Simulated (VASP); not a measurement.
Runs of VASP 6.6.1 on ZrBrF. The structure is that of space group P4/mmm (No. 123), or close to it. The cells are those of the table. 

| task | spin | cell | k mesh | cutoff (eV) | gap on the mesh (eV) | pressure (GPa) | relaxed volume (Å³/atom) |
| --- | --- | --- | --- | --- | --- | --- | --- |
| relaxation of cell and atoms | off | relaxed from a = 3.696, b = 3.696, c = 5.280 Å, 3 atoms | 6 × 6 × 4 | 600 | none | 0.0 | (a) |
| single point | collinear, ferromagnetic start | a = 3.712, b = 3.712, c = 5.293 Å, 3 atoms | 6 × 6 × 4 | 520 | none | 0.2 | - |
| relaxation of cell and atoms | off | relaxed from a = 3.808, b = 3.844, c = 3.963 Å, 3 atoms | 4 × 4 × 4 | 600 | none | 0.1 | 23.42 |
| single point | off | a = 3.696, b = 3.696, c = 5.280 Å, 3 atoms | 4 × 4 × 4 | 520 | none | 0.0 | - |
| single point | off | a = 3.808, b = 3.844, c = 3.963 Å, 3 atoms | 4 × 4 × 4 | 520 | none | 16.0 | - |
| single point | off | a = 3.712, b = 3.712, c = 5.293 Å, 3 atoms | 6 × 6 × 4 | 520 | none | 0.0 | - |

Alike in all rows: level PBE; potentials or basis VASP PAW PBE potentials, release 64 (Zr_sv, Br, F); smearing gaussian 0.1 eV.

**Question.** Fill in the values left out.

**Answer.** (a) 24.24.

Caveats: some runs use coarse meshes; the volume moved by over 15 % at a fixed basis, so the end points are rough (some runs).

A k mesh can miss the band edges, and the runs leave out spin-orbit coupling on Br, Zr.

A gap of «none» marks levels without a gap at the run's occupations.
